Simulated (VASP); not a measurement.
GaN: single point with PBE

Crystal: GaN.

```
CELL_PARAMETERS angstrom
-3.21843 0.00000 0.00000
-1.60921 -2.78724 0.00000
0.00000 0.00000 10.73606
ATOMIC_POSITIONS crystal
Ga 0.33333 0.33333 0.15219
Ga 0.33333 0.33333 0.64054
Ga 0.66667 0.66667 0.88472
Ga 0.66667 0.66667 0.39637
N 0.33333 0.33333 0.82453
N 0.33333 0.33333 0.33617
N 0.66667 0.66667 0.09199
N 0.66667 0.66667 0.58035
```

This cell differs from its parent crystal: the distance across one plane changed.

```yaml
Program: VASP 6.6.1
Task: single point
Functional: PBE
Potentials_or_basis: VASP PAW PBE potentials, release 64 (Ga_d, N)
Cutoff: 520 eV
k_mesh: 10 × 10 × 3
Occupations: gaussian, width 0.05 eV
Spin: no spin polarisation
```

```yaml
Pressure: -2.5 GPa
Largest_force: 1.514 eV/Å
Band_gap_on_the_k_mesh: 1.25 eV
```

Forces on the atoms (eV/Å):
```
Ga   0.000  0.000 -0.659
Ga   0.000  0.000 -0.270
Ga   0.000  0.000  1.514
Ga   0.000  0.000 -0.274
N    0.000  0.000  0.379
N    0.000  0.000  0.287
N    0.000  0.000 -1.237
N    0.000  0.000  0.260
```

Stress tensor (GPa, compression positive):
```
-0.53  0.00  0.00
 0.00 -0.53  0.00
 0.00  0.00 -6.39
```

Levels at points of the mesh, in eV from the valence-band top:
| k point | band 33 | band 34 | band 35 | band 36 | band 37 | band 38 | band 39 | band 40 |
| --- | --- | --- | --- | --- | --- | --- | --- | --- |
| (0.00, 0.00, 0.00) | -0.55 | -0.26 | 0.00 | 0.00 | 1.25 | 3.52 | 3.78 | 4.11 |
| (0.50, 0.00, 0.00) | -2.08 | -1.87 | -1.71 | -1.10 | 3.76 | 3.97 | 4.79 | 5.01 |

Wall time 5.1 min on 1 thread of Intel Xeon 8259CL, on a shared host, peak memory 0.27 GiB.

Caveat: the cell differs from its parent crystal (the distance across one plane changed); forces of over 1 eV/Å act on the atoms, so gaps and moduli don't describe the material at rest.
